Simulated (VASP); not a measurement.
Input of a VASP 6.6.1 run:

File INCAR:

```
PREC = Accurate ; ENCUT = 450
EDIFF = 1E-5 ; ISMEAR = 0
SIGMA = 0.03 ; LREAL = Auto
LASPH = True ; NELM = 120
ALGO = Normal ; ISIF = 2
LWAVE = False ; LCHARG = False
ISPIN = 2 ; MAGMOM = 4 0 0 0 0 0 0 0 0 0 0 0 0 0 0 0 0 0 0 0 0 0 0 0 0 0 0 0 0 0 0 0
LORBIT = 11 ; NUPDOWN = 4
LMAXMIX = 4 ; LDAU = True
LDAUTYPE = 2 ; LDAUL = 2 -1 -1
LDAUU = 4 0 0 ; LDAUJ = 0 0 0
LDAUPRINT = 1 ; GGA = PS
ISYM = 0 ; KPAR = 4
```

KPOINTS

```
Automatic mesh
0
Gamma
  3 3 2
```

File POSCAR:

```
Al15CoN16                               
1.0
    6.2200008610      0.0000000000      0.0000000000
   -3.1100004305      5.3866787572      0.0000000000
    0.0000000000      0.0000000000      9.9600000000
  Co              Al              N             
     1    15    16
Direct
     0.3341517704270011    0.1675337091565167    0.9986268575881685
     0.3333084205418342    0.1669409530537067    0.5008806357173993
     0.3379363147255389    0.6693135799170372    0.0024218680270976
     0.3339510972662337    0.6672380686215328    0.5003196588738066
     0.8339641960547760    0.1667853494807151    0.0019484193520286
     0.8339330870549705    0.1673855103684704    0.5003312334834322
     0.8342314921492290    0.6683784441478363    0.0017895668474089
     0.8342520243798512    0.6671848218070588    0.5001564605361865
     0.1648748101367810    0.3340946711668045    0.2496547545218947
     0.1686994961582306    0.3349962916813758    0.7516404109015153
     0.1653376916738098    0.8314039225744122    0.2493641839637951
     0.1685412995839319    0.8349688506858706    0.7515779124570001
     0.6649173311513612    0.3330972424968844    0.2489071407626827
     0.6687183504741792    0.3347287670578568    0.7509344471382082
     0.6671729768200897    0.8339379434412779    0.2516722080886704
     0.6680690483235984    0.8345314823067134    0.7506633865152035
     0.3277874094302373    0.1642741506264317    0.1902472888702413
     0.3346878730759592    0.1679867412414150    0.6920537909661256
     0.3347035766419281    0.6674185241787787    0.1926567685859928
     0.3345814263270291    0.6680694082177884    0.6914421200053485
     0.8317354611161482    0.1666423547430849    0.1923599254042243
     0.8352970110464106    0.1678571964727196    0.6913888731629833
     0.8320939939190466    0.6662934967801724    0.1922666274869010
     0.8352132861333771    0.6681279868546343    0.6912178275518631
     0.1672672189404861    0.3336686468383359    0.4409577166814423
     0.1670038057008919    0.3386334583756991    0.9435241307608662
     0.1676393802437668    0.8342918830474004    0.4406750349526277
     0.1672322010233522    0.8292054602514415    0.9432608251694683
     0.6656548040765845    0.3331267747808290    0.4404918619409739
     0.6756944291200940    0.3383775572267105    0.9404437720353233
     0.6674764723178163    0.8339956720128683    0.4421431643083005
     0.6693722439654421    0.8350950803876006    0.9415631273428269
```

Potentials or basis: VASP PAW PBE potentials, release 64 (Co, Al, N).

Launch:

```sh
$ cat potpaw_PBE.64/Co/POTCAR potpaw_PBE.64/Al/POTCAR potpaw_PBE.64/N/POTCAR > POTCAR
$ mpirun -np 4 vasp_std > vasp.out
```

Predict the largest force.

0.735 eV/Å.

Forces on the atoms (eV/Å):
```
Co   0.012  0.016 -0.118
Al   0.004  0.007 -0.097
Al   0.008  0.007  0.045
Al  -0.029 -0.014 -0.014
Al   0.013  0.002 -0.001
Al  -0.022  0.042 -0.008
Al   0.012 -0.003  0.014
Al   0.011 -0.035  0.003
Al   0.100 -0.099  0.113
Al  -0.056 -0.033 -0.037
Al  -0.060  0.142  0.128
Al  -0.051 -0.043 -0.041
Al  -0.175 -0.112  0.079
Al   0.033  0.033 -0.114
Al  -0.003  0.003  0.042
Al   0.045  0.009 -0.072
N    0.193  0.125  0.697
N    0.016  0.003  0.020
N   -0.007  0.005 -0.048
N    0.025 -0.010  0.082
N    0.003 -0.015 -0.089
N    0.002  0.005  0.027
N   -0.009 -0.005 -0.094
N   -0.006  0.016  0.036
N   -0.045  0.036  0.035
N   -0.123  0.119 -0.285
N   -0.004 -0.057  0.053
N    0.051 -0.163 -0.283
N    0.064  0.040  0.065
N    0.018 -0.016 -0.146
N   -0.002 -0.005 -0.012
N   -0.018  0.000  0.018
```

Caveat: the k points lie up to 0.39 Å⁻¹ apart; the PAW data sets were made with another functional, which shifts forces and pressure a little; the total moment is fixed, so each spin has its own Fermi level. The state reached can hang on the start; a lower one may exist.
